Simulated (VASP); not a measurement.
# Ir (Fm-3m) in VASP: further runs, part 2 of 2

VASP 6.6.1. Earlier steps stand in the parts before.

### 3 Relaxation of volume and atoms at fixed shape, r2SCAN

This run uses another cell than the first one, of 14.06 Å³/atom, 0.985 times its volume.

Contents of POSCAR:

```
Ir
1.0
    0.0000000000      1.9156000000      1.9156000000
    1.9156000000      0.0000000000      1.9156000000
    1.9156000000      1.9156000000      0.0000000000
Ir
1
Direct
    0.0000000000      0.0000000000      0.0000000000
```

Contents of INCAR.step1:

```
  ALGO = Normal
  EDIFF = 1E-4
  ENCUT = 600
  GGA = PE
  ISMEAR = -1
  LASPH = True
  LCHARG = False
  LREAL = False
  LWAVE = True
  NELM = 80
  PREC = Accurate
  SIGMA = 0.1
```

Contents of INCAR.step2:

```
  ALGO = Normal
  EDIFF = 1E-6
  EDIFFG = -0.03
  ENCUT = 600
  IBRION = 2
  ISIF = 8
  ISMEAR = -1
  ISTART = 1
  LASPH = True
  LCHARG = False
  LMIXTAU = True
  LREAL = False
  LWAVE = False
  METAGGA = R2SCAN
  NELM = 80
  NSW = 80
  PREC = Accurate
  SIGMA = 0.1
```

Contents of KPOINTS:

```
k-points
0
Gamma
  8 8 8
```

Potentials or basis: VASP PAW PBE potentials, release 64 (Ir).

On the command line:

```bash
$ cat potpaw_PBE.64/Ir/POTCAR > POTCAR
$ cp INCAR.step1 INCAR
$ mpirun -np 1 vasp_std > vasp.out
$ cp INCAR.step2 INCAR
$ mpirun -np 1 vasp_std > vasp.out
```

Wall time 30 s (1 thread of Intel Xeon Platinum 8559C (Emerald Rapids), shared host); peak memory 0.16 GiB.

It converged, with:

```yaml
Free_energy: -52.3203 eV
Relaxed_volume: 14.37 Å³/atom
Relaxed_cell: a = 2.729 Å, b = 2.729 Å, c = 2.729 Å, α = 60.00°, β = 60.00°, γ = 60.00°
Space_group_after_relaxing_to_0.05_Å: Fm-3m (No. 225)
Energy_gained_by_relaxing: 7.7 meV/atom
Ionic_steps: 3
Pressure_after_relaxing: -0.3 GPa
```

The path:
```tsv
step	energy change (eV)	largest force (eV/Å)	pressure (GPa)	volume (Å³)
1	0.0000	0.0000	8.40	14.06
2	0.0992	0.0000	-25.07	15.61
3	-0.0077	0.0000	-0.28	14.37
```

Final structure:
```
Ir
1.0
     0.00000    1.92975    1.92975
     1.92975    0.00000    1.92975
     1.92975    1.92975    0.00000
Ir
1
Direct
  0.00000 0.00000 0.00000
```

Levels at points of the mesh, in eV from the Fermi level:
```
           k point  band 1  band 2  band 3  band 4  band 5  band 6  band 7  band 8
(0.00, 0.00, 0.00)  -11.41   -3.95   -3.95   -3.95   -1.32   -1.32   15.06   20.85
(0.50, 0.00, 0.00)   -8.30   -4.11   -4.11   -0.71    0.86    0.86    7.45   14.70
(0.50, 0.50, 0.00)   -8.08   -7.50    0.76    1.48    1.48    1.72   10.80   12.20
```

Caveat: the PAW data sets were made with another functional, which shifts forces and pressure a little; spin-orbit coupling is left out, which moves the levels of the heavy elements. Zero-point motion and thermal expansion aren't in these numbers.

### 4 Relaxation of volume and atoms at fixed shape, r2SCAN

This run uses another cell than the first one, of 14.06 Å³/atom, 0.985 times its volume.

POSCAR is that of step 3.

Contents of INCAR.step1:

```
  ALGO = Normal
  EDIFF = 1E-5
  EDIFFG = -0.005
  ENCUT = 550
  GGA = PE
  GGA_COMPAT = False
  IBRION = 2
  ISIF = 3
  ISMEAR = -1
  LASPH = True
  LCHARG = False
  LREAL = False
  LWAVE = True
  NELM = 120
  NELMIN = 4
  NSW = 100
  PREC = Accurate
  SIGMA = 0.1
```

Edit INCAR.step2 of step 3 so:

```diff
@@ -1,5 +1,6 @@
   ALGO = Normal
-  EDIFF = 1E-6
+  EDIFF = 1E-7
   EDIFFG = -0.03
-  ENCUT = 600
+  ENCUT = 550
+  GGA_COMPAT = False
   IBRION = 2
@@ -14,3 +15,4 @@
   METAGGA = R2SCAN
-  NELM = 80
+  NELM = 120
+  NELMIN = 4
   NSW = 80
```

KPOINTS is that of step 3.

Potentials or basis: VASP PAW PBE potentials, release 64 (Ir_sv_GW).

On the command line:

```bash
$ cat potpaw_PBE.64/Ir_sv_GW/POTCAR > POTCAR
$ cp INCAR.step1 INCAR
$ mpirun -np 1 vasp_std > vasp.out
$ cp INCAR.step2 INCAR
$ mpirun -np 1 vasp_std > vasp.out
```

OUTCAR:

```text
EDIFF = 1E-7
   EDIFFG = -0.03
   ENCUT = 550
   IBRION = 2
   ISIF = 8
   ISMEAR = -1
   ISTART = 1
   LASPH = True
   LREAL = False
   METAGGA = R2SCAN
   NELM = 120
   NELMIN = 4
   NSW = 80
   PREC = Accurate

 ion  position               nearest neighbor table
   1  0.000  0.000  0.000-

  LATTYP: Found a face centered cubic cell.
 ALAT       =     3.8312000000

  Lattice vectors:

 A1 = (   0.0000000000,   1.9156000000,   1.9156000000)
 A2 = (   1.9156000000,   0.0000000000,   1.9156000000)
 A3 = (   1.9156000000,   1.9156000000,   0.0000000000)

Analysis of symmetry for initial positions (statically):
=====================================================================
 Subroutine PRICEL returns:
[... 261 lines left out ...]
      3     -38.2257      2.00000
      4     -38.2257      2.00000
      5       1.1417      2.00000
      6       8.6372      2.00000
      7       8.6372      2.00000
      8       8.6372      2.00000
      9      11.3277      2.00000
     10      11.3277      2.00000
     11      26.8689      0.00000
     12      32.6696      0.00000
[... 331 lines left out ...]
 k-point    24 :      -0.3750    0.2500    0.1250
  band No.  band energies     occupation
      1     -82.3300      2.00000
      2     -38.9513      2.00000
      3     -38.5645      2.00000
      4     -38.4145      2.00000
      5       5.7754      2.00000
      6       7.2031      2.00000
      7       8.9120      2.00000
      8       9.9193      2.00000
      9      13.2315      0.00671
     10      18.0260      0.00000
     11      19.6447      0.00000
     12      28.8048      0.00000

 [... further k-points ...]

------------------------ aborting loop because EDIFF is reached ----------------------------------------

  FORCE on cell =-STRESS in cart. coord.  units (eV):
  Direction    XX          YY          ZZ          XY          YZ          ZX
  --------------------------------------------------------------------------------------
  -------------------------------------------------------------------------------------
  Total       -0.0022442     -0.0022442     -0.0022442      0.0000000     -0.0000000      0.0000000
  in kB       -0.2534767     -0.2534767     -0.2534767      0.0000000     -0.0000000      0.0000000
  external PRESSURE =      -0.2534767 kB  Pullay stress =       0.0000000 kB
[... 16 lines left out ...]
  FREE ENERGIE OF THE ION-ELECTRON SYSTEM (eV)
  ---------------------------------------------------
  free  energy   TOTEN  =       -52.8537849648 eV

  energy  without entropy=      -52.8073233538  energy(sigma->0) =      -52.83055416

 reached required accuracy - stopping structural energy minimisation
```

Run time: 1.9 min. Hardware: 1 thread of Intel Xeon Platinum 8488C (Sapphire Rapids), shared host; peak memory 0.15 GiB.

What came out:

* Free energy: -52.8538 eV
* Relaxed volume: 14.19 Å³/atom
* Relaxed cell: a = 2.717 Å, b = 2.717 Å, c = 2.717 Å, α = 60.00°, β = 60.00°, γ = 60.00°
* Space group after relaxing (to 0.05 Å): Fm-3m (No. 225)
* Energy gained by relaxing: 1.4 meV/atom
* Ionic steps: 3
* Pressure after relaxing: 0.0 GPa

Step by step:
| step | energy change (eV) | largest force (eV/Å) | pressure (GPa) | volume (Å³) |
| --- | --- | --- | --- | --- |
| 1 | 0.0000 | 0.0000 | 3.54 | 14.06 |
| 2 | 0.0200 | 0.0000 | -12.74 | 14.70 |
| 3 | -0.0014 | 0.0000 | -0.03 | 14.19 |

Final structure:
```
Ir
1.0
     0.00000    1.92133    1.92133
     1.92133    0.00000    1.92133
     1.92133    1.92133    0.00000
Ir
1
Direct
  0.00000 0.00000 0.00000
```

Levels at points of the mesh, in eV from the Fermi level:
```
           k point  band 5  band 6  band 7  band 8  band 9  band 10  band 11  band 12
(0.00, 0.00, 0.00)  -11.52   -4.02   -4.02   -4.02   -1.33    -1.33    14.21    20.01
(0.50, 0.00, 0.00)   -8.42   -4.18   -4.18   -0.74    0.89     0.89     7.63    13.98
(0.50, 0.50, 0.00)   -8.21   -7.63    0.79    1.53    1.53     1.70    11.05    12.00
```

Caveat: the PAW data sets were made with another functional, which shifts forces and pressure a little; spin-orbit coupling is left out, which moves the levels of the heavy elements.

### 5 Summary

| task | potentials or basis | cell | cutoff (eV) | second run | gap on the mesh (eV) | pressure (GPa) | relaxed volume (Å³/atom) |
| --- | --- | --- | --- | --- | --- | --- | --- |
| single point | VASP PAW PBE potentials, release 64 (Ir) | a = 2.723 Å, angles 60.0°, 1 atom | 520 | - | none | 2.4 | - |
| relaxation of volume and atoms at fixed shape | VASP PAW PBE potentials, release 64 (Ir) | relaxed from a = 2.709 Å, angles 60.0°, 1 atom | 600 | - | none | -0.3 | 14.37 |
| relaxation of volume and atoms at fixed shape | VASP PAW PBE potentials, release 64 (Ir_sv_GW) | relaxed from a = 2.709 Å, angles 60.0°, 1 atom | 550 | valence_matched | none | 0.0 | 14.19 |

Alike in all rows: level r2SCAN; no spin polarisation; k mesh 8 × 8 × 8; smearing fermi-dirac 0.1 eV.

Caveats: the PAW data sets were made with another functional, which shifts forces and pressure a little; spin-orbit coupling is left out, which moves the levels of the heavy elements.

Total energies depend on the potentials used, so only differences within one code and one set of settings carry meaning.
